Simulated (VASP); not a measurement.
Write the native input for VASP 6.6.1 that does the following.

- Task: single point
- Functional: PBE
- Potentials or basis: VASP PAW PBE potentials, release 64 (Y_sv)
- Cutoff: 520 eV
- k mesh: 8 × 8 × 8
- Occupations: fermi-dirac, width 0.05 eV
- Spin: no spin polarisation
- Dipole correction: no
- Further INCAR settings: ALGO = Normal; EDIFF = 1e-06; NBANDS = 18

The structure of Y lies in POSCAR:

```
Y
1.0
    0.0000000000      3.4531162769      3.4531162769
    3.4531162769      0.0000000000      3.4531162769
    3.4531162769      3.4531162769      0.0000000000
Y
2
Direct
   -0.1475000000     -0.1175000000     -0.1175000000
    0.1475000000      0.1175000000      0.1175000000
```

This cell differs from its parent crystal: shortest bond scaled by 0.94.

These files were run (other wordings do the same):

INCAR

```
SYSTEM = Y
PREC     = Accurate       ! precision mode
ENCUT    = 520            ! plane-wave cutoff, eV
EDIFF    = 1E-6           ! SCF threshold, eV
ISMEAR   = -1             ! smearing method
SIGMA    = 0.05           ! smearing width, eV
LREAL    = .False.        ! projectors in reciprocal space
LASPH    = .True.         ! aspherical terms in the spheres
NELM     = 60             ! most SCF steps
ALGO     = Normal         ! electronic algorithm
ISIF     = 2              ! what is computed and relaxed
LWAVE    = .False.        ! write WAVECAR
LCHARG   = .True.         ! write CHGCAR
GGA      = PE             ! functional
LELF     = .True.         ! ELF
LVHAR    = .True.       
NBANDS   = 18             ! bands
```

KPOINTS

```
Automatic mesh
0
Gamma
  8 8 8
  0 0 0
```

Potentials or basis: VASP PAW PBE potentials, release 64 (Y_sv).

Run with:

```bash
$ cat potpaw_PBE.64/Y_sv/POTCAR > POTCAR
$ mpirun -np 1 vasp_std > vasp.out
```

It gave:

The pressure is 0.9 GPa and the largest force is 0.450 eV/Å. The band gap on the k mesh is zero (bands 11 and 12 overlap by 0.60 eV).

Caveat: the cell differs from its parent crystal (shortest bond scaled by 0.94).

It took 38 s on 1 thread of Intel(R) Xeon(R) 6975P-C (Granite Rapids) (shared host), peak memory 0.26 GiB.
